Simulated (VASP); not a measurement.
Set up this calculation in VASP 6.6.1, as the native input.

- Task: single point
- Functional: PBE
- Potentials or basis: VASP PAW PBE potentials, release 64 (Ge_d, Sn_d, La)
- Cutoff: 520 eV
- k mesh: 8 × 8 × 5
- Occupations: fermi-dirac, width 0.1 eV
- Spin: no spin polarisation
- Dipole correction: no
- Further INCAR settings: ALGO = Normal; EDIFF = 1e-07; NBANDS = 42

The structure of LaSn2Ge2 lies in POSCAR:

```
LaSn2Ge2
1.0
    2.4391099975      4.2246624410      0.0000000000
   -2.4391099975      4.2246624410      0.0000000000
    0.0000000000      0.0000000000      6.6417889591
Ge Sn La
2 2 1
Direct
    0.3333333333      0.3333333333      0.2466968668
    0.6666666667      0.6666666667      0.7533031332
    0.3333333333      0.3333333333      0.6669518301
    0.6666666667      0.6666666667      0.3330481699
    0.0000000000      0.0000000000      0.0000000000
```

One way to write it, as run:

INCAR

```
ALGO = Normal
EDIFF = 1E-7
ENCUT = 520
GGA = PE
ISIF = 2
ISMEAR = -1
LASPH = True
LCHARG = False
LREAL = False
LWAVE = False
NBANDS = 42
NELM = 80
PREC = Accurate
SIGMA = 0.1
```

KPOINTS

```
k-points
0
Gamma
  8 8 5
```

Potentials or basis: VASP PAW PBE potentials, release 64 (Ge_d, Sn_d, La).

Command:

```console
$ cat potpaw_PBE.64/Ge_d/POTCAR potpaw_PBE.64/Sn_d/POTCAR potpaw_PBE.64/La/POTCAR > POTCAR
$ mpirun -np 1 vasp_std > vasp.out
```

Results of the run:

```yaml
Pressure: 0.0 GPa
Largest_force: 0.005 eV/Å
Band_gap_on_the_k_mesh: zero (an odd number of electrons rules out a gap without spin polarisation)
```

Caveat: spin-orbit coupling is left out, which moves the levels of the heavy elements.

It took 4 min on 1 thread of Intel(R) Xeon(R) Platinum 8259CL CPU @ 2.50GHz (Skylake/Cascade Lake), with other jobs on the host, peak memory 0.4 GiB.
